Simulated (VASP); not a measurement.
# Ge2Sb2Te5: single point with PBE

Crystal: Ge2Sb2Te5.

```
Ge Sb Te
1.0
     4.46300    0.00000    0.00000
    -2.23150    3.86507    0.00000
     0.00000    0.00000   18.08655
Ge Sb Te
2 2 5
Direct
  0.00000 0.00000 0.33147
  0.00000 0.00000 0.66853
  0.33333 0.66667 0.11216
  0.66667 0.33333 0.88784
  0.00000 0.00000 0.00000
  0.33333 0.66667 0.79136
  0.66667 0.33333 0.20864
  0.33333 0.66667 0.40975
  0.66667 0.33333 0.59025
```

- Program: VASP 6.6.1
- Task: single point
- Functional: PBE
- Potentials or basis: VASP PAW PBE potentials, release 64 (Ge_d, Sb, Te)
- Cutoff: 520 eV
- k mesh: 9 × 9 × 2
- Occupations: gaussian, width 0.03 eV
- Spin: no spin polarisation

```yaml
Pressure: -3.5 GPa
Largest_force: 0.380 eV/Å
Band_gap_on_the_k_mesh: 0.17 eV
```

Forces in eV/Å, atoms in the order of the input:
```
Ge   0.000  0.000  0.278
Ge   0.000  0.000 -0.278
Sb   0.000  0.000  0.149
Sb   0.000  0.000 -0.149
Te   0.000  0.000  0.000
Te   0.000  0.000  0.380
Te   0.000  0.000 -0.380
Te   0.000  0.000 -0.306
Te   0.000  0.000  0.306
```

Stress tensor (GPa, compression positive):
```
-4.00  0.00  0.00
 0.00 -4.00  0.00
 0.00  0.00 -2.47
```

Levels at points of the mesh, in eV from the valence-band top:
```csv
k point,band 32,band 33,band 34,band 35,band 36,band 37
"(0.00, 0.00, 0.00)",-1.15,-1.15,-0.21,0.22,0.22,0.29
"(0.00, 0.00, 0.50)",-1.18,-1.11,-0.21,0.23,0.23,0.29
```

Run time: 8.8 min on 1 thread of Oxide Virtual Turin-like Processor, on a shared host, peak memory 0.59 GiB.

Caveat: the cell stands under tension; semilocal functionals underestimate gaps, and a narrow one can read as zero; spin-orbit coupling is left out, which moves the levels of the heavy elements; this functional lacks dispersion, which binds layers or chains, so the pressure and a relaxed spacing across them are unreliable. A k mesh can miss the band edges.
